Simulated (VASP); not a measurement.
CaB12:

```
Ca B
1.0
     0.00000    3.75757    3.75757
     3.75757    0.00000    3.75757
     3.75757    3.75757    0.00000
Ca B
1 12
Direct
  0.00000 0.00000 0.00000
  0.83620 0.50000 0.50000
  0.83620 0.50000 0.16380
  0.50000 0.83620 0.16380
  0.50000 0.83620 0.50000
  0.16380 0.50000 0.50000
  0.50000 0.16380 0.50000
  0.50000 0.16380 0.83620
  0.16380 0.50000 0.83620
  0.16380 0.83620 0.50000
  0.50000 0.50000 0.83620
  0.50000 0.50000 0.16380
  0.83620 0.16380 0.50000
```

Base run:

```yaml
Program: VASP 6.6.1
Functional: r2SCAN
Potentials_or_basis: VASP PAW PBE potentials, release 64 (Ca_sv, B)
Cutoff: 520 eV
k_mesh: 10 × 10 × 10
Occupations: gaussian, width 0.1 eV
Spin: no spin polarisation
```

Its results: band gap on the k mesh zero (band 23 reaches 5.13 eV, above the bottom of band 24 at 5.09 eV); pressure -0.3 GPa.

**Question.** The run is repeated on the same cell with these changes: functional from r2SCAN to PBE. What comes out?

**Answer.** Band gap on the k mesh zero (band 23 reaches 5.18 eV, above the bottom of band 24 at 5.02 eV); pressure 0.2 GPa.

Caveats: the PAW data sets were made with another functional, which shifts forces and pressure a little (some runs).
